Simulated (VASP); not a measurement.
# SiSe4 (Im-3m) in VASP: settings compared, part 2 of 2

VASP 6.6.1.

## 5. Single point, LDA

This run uses another cell than the first one, of 23.03 Å³/atom.

File INCAR:

```
ALGO     = Normal         # electronic algorithm
EDIFF    = 1E-6           # SCF threshold, eV
ENCUT    = 520            # plane-wave cutoff, eV
GGA      = CA             # functional
ISIF     = 2              # what is computed and relaxed
ISMEAR   = 0              # smearing method
LASPH    = True           # aspherical terms in the spheres
LCHARG   = True           # write CHGCAR
LELF     = True           # ELF
LREAL    = False          # projectors in reciprocal space
LVHAR    = True         
LWAVE    = False          # write WAVECAR
NBANDS   = 22             # bands
NELM     = 60             # most SCF steps
PREC     = Accurate       # precision mode
SIGMA    = 0.1            # smearing width, eV
```

File KPOINTS:

```
k-points
0
Gamma
  10 10 10
```

File POSCAR:

```
SiSe4
1.0
   -3.0647287046      3.0647287046      3.0647287046
    3.0647287046     -3.0647287046      3.0647287046
    3.0647287046      3.0647287046     -3.0647287046
Si Se
1 4
Direct
    0.0000000000      0.0000000000      0.0000000000
    0.0000000000      0.0000000000      0.5000000000
    0.0000000000      0.5000000000      0.0000000000
    0.5000000000      0.0000000000      0.0000000000
    0.5000000000      0.5000000000      0.5000000000
```

Potentials or basis: VASP PAW LDA potentials, release 64 (Si, Se).

Started as:

```sh
cat potpaw_LDA.64/Si/POTCAR potpaw_LDA.64/Se/POTCAR > POTCAR
mpirun -np 1 vasp_std > vasp.out
```

OUTCAR:

```text
EDIFF = 1E-6
   ENCUT = 520
   GGA = CA
   ISIF = 2
   ISMEAR = 0
   LASPH = True
   LREAL = False
   NELM = 60
   PREC = Accurate

 ion  position               nearest neighbor table
   1  0.000  0.000  0.000-   2 2.65   3 2.65   4 2.65   5 2.65   2 2.65   3 2.65   4 2.65   5 2.65

   2  0.000  0.000  0.500-   1 2.65   1 2.65
   3  0.000  0.500  0.000-   1 2.65   1 2.65
   4  0.500  0.000  0.000-   1 2.65   1 2.65
   5  0.500  0.500  0.500-   1 2.65   1 2.65

  LATTYP: Found a body centered cubic cell.
 ALAT       =     6.1294574092

  Lattice vectors:

 A1 = (  -3.0647287046,   3.0647287046,   3.0647287046)
 A2 = (   3.0647287046,  -3.0647287046,   3.0647287046)
 A3 = (   3.0647287046,   3.0647287046,  -3.0647287046)

Analysis of symmetry for initial positions (statically):
=====================================================================
 Subroutine PRICEL returns:
 Original cell was already a primitive cell.

 Routine SETGRP: Setting up the symmetry group for a
 body centered cubic supercell.

 Subroutine GETGRP returns: Found 48 space group operations
[... 172 lines left out ...]

 val. band max:        4.2988661269   @ k =  -0.4000   0.4000   0.1000
 cond. band min:       4.3101175118   @ k =  -0.3000   0.5000   0.1000
 fundamental gap:      0.0112513849
 Fermi energy:         4.3011806265

 k-point     1 :       0.0000    0.0000    0.0000
  band No.  band energies     occupation
      1     -11.0534      2.00000
      2      -7.9246      2.00000
      3      -7.9246      2.00000
      4      -7.9246      2.00000
      5      -1.9233      2.00000
      6      -1.9233      2.00000
[... 589 lines left out ...]
     21       9.2323      0.00000
     22      10.8709      0.00000

 [... further k-points ...]

------------------------ aborting loop because EDIFF is reached ----------------------------------------

  FORCE on cell =-STRESS in cart. coord.  units (eV):
  Direction    XX          YY          ZZ          XY          YZ          ZX
  --------------------------------------------------------------------------------------
  -------------------------------------------------------------------------------------
  Total       -2.9199202     -2.9199202     -2.9199202      0.0000000      0.0000000     -0.0000000
  in kB      -40.6298730    -40.6298730    -40.6298730      0.0000000      0.0000000     -0.0000000
  external PRESSURE =     -40.6298730 kB  Pullay stress =       0.0000000 kB

 VOLUME and BASIS-vectors are now :
 -----------------------------------------------------------------------------
  energy-cutoff  :      520.00
  volume of cell :      115.14
      direct lattice vectors                 reciprocal lattice vectors
    -3.064728705  3.064728705  3.064728705     0.000000000  0.163146578  0.163146578
     3.064728705 -3.064728705  3.064728705     0.163146578  0.000000000  0.163146578
     3.064728705  3.064728705 -3.064728705     0.163146578  0.163146578  0.000000000

 POSITION                                       TOTAL-FORCE (eV/Angst)
 -----------------------------------------------------------------------------------
      0.00000      0.00000      0.00000         0.000000      0.000000     -0.000000
      1.53236      1.53236     -1.53236        -0.000000     -0.000000      0.000000
      1.53236     -1.53236      1.53236         0.000000      0.000000      0.000000
     -1.53236      1.53236      1.53236         0.000000      0.000000     -0.000000
      1.53236      1.53236      1.53236        -0.000000     -0.000000     -0.000000
 -----------------------------------------------------------------------------------
    total drift:                                0.000000     -0.000000      0.000000

  FREE ENERGIE OF THE ION-ELECTRON SYSTEM (eV)
  ---------------------------------------------------
  free  energy   TOTEN  =       -20.6901604197 eV

  energy  without entropy=      -20.6716522876  energy(sigma->0) =      -20.68090635
```

OSZICAR:

```text
N       E                     dE             d eps       ncg     rms          rms(c)
DAV:   1     0.121813562146E+03    0.12181E+03   -0.11483E+04  2068   0.106E+03
DAV:   2    -0.110183463113E+02   -0.13283E+03   -0.12766E+03  2800   0.176E+02
DAV:   3    -0.205790100521E+02   -0.95607E+01   -0.93732E+01  2536   0.478E+01
DAV:   4    -0.207128631606E+02   -0.13385E+00   -0.13321E+00  2476   0.650E+00
DAV:   5    -0.207145919827E+02   -0.17288E-02   -0.17283E-02  2604   0.734E-01    0.736E+00
DAV:   6    -0.206973540448E+02    0.17238E-01   -0.93758E-03  2462   0.452E-01    0.432E+00
DAV:   7    -0.206902201967E+02    0.71338E-02   -0.16122E-02  2434   0.581E-01    0.154E-01
DAV:   8    -0.206901626380E+02    0.57559E-04   -0.64416E-04  2554   0.126E-01    0.798E-02
DAV:   9    -0.206901608161E+02    0.18219E-05   -0.53782E-05  2548   0.361E-02    0.192E-02
DAV:  10    -0.206901604197E+02    0.39637E-06   -0.25804E-06  2384   0.792E-03
   1 F= -.20690160E+02 E0= -.20680906E+02  d E =-.185081E-01
```

Wall time 48 s (1 thread of AMD EPYC 9R45 (Zen 5), shared host); peak memory 0.21 GiB.

Results:

* Free energy: -20.6902 eV
* Pressure: -4.1 GPa
* Band gap on the k mesh: zero (bands 14 and 15 overlap by 2.31 eV)

Levels at points of the mesh, in eV from the Fermi level:
```
           k point  band 11  band 12  band 13  band 14  band 15  band 16  band 17  band 18
(0.00, 0.00, 0.00)    -4.08     0.09     0.09     0.09     1.58     2.46     2.46     2.80
(0.50, 0.00, 0.00)    -2.57    -2.33    -1.24    -1.23     0.17     1.09     1.14     1.20
(0.50, 0.50, 0.50)     0.77     0.77     0.77     0.83     0.83     0.83     1.60     1.60
```

Caveat: the cell stands under tension.

## 6. Summary

```csv
level,potentials or basis,cell,k mesh,gap on the mesh (eV),pressure (GPa)
PBE,"VASP PAW PBE potentials, release 64 (Si, Se)","a = 5.461 Å, angles 109.5°, 5 atoms",4 × 4 × 4,none,-4.0
PBE,"VASP PAW PBE potentials, release 64 (Si, Se)","a = 5.311 Å, angles 109.5°, 5 atoms",8 × 8 × 8,none,0.0
PBE,"VASP PAW PBE potentials, release 64 (Si, Se)","a = 5.308 Å, angles 109.5°, 5 atoms",10 × 10 × 10,none,0.1
LDA,"VASP PAW LDA potentials, release 64 (Si, Se)","a = 5.308 Å, angles 109.5°, 5 atoms",10 × 10 × 10,none,-4.1
```

Alike in all rows: task single point; no spin polarisation; cutoff (eV) 520; smearing gaussian 0.1 eV.

Caveats: the cell stands under tension (at least some runs).

Absolute energies hang on the potentials; compare differences alone.

The gap in the log of VASP goes by the Fermi energy; the results here count the filled bands.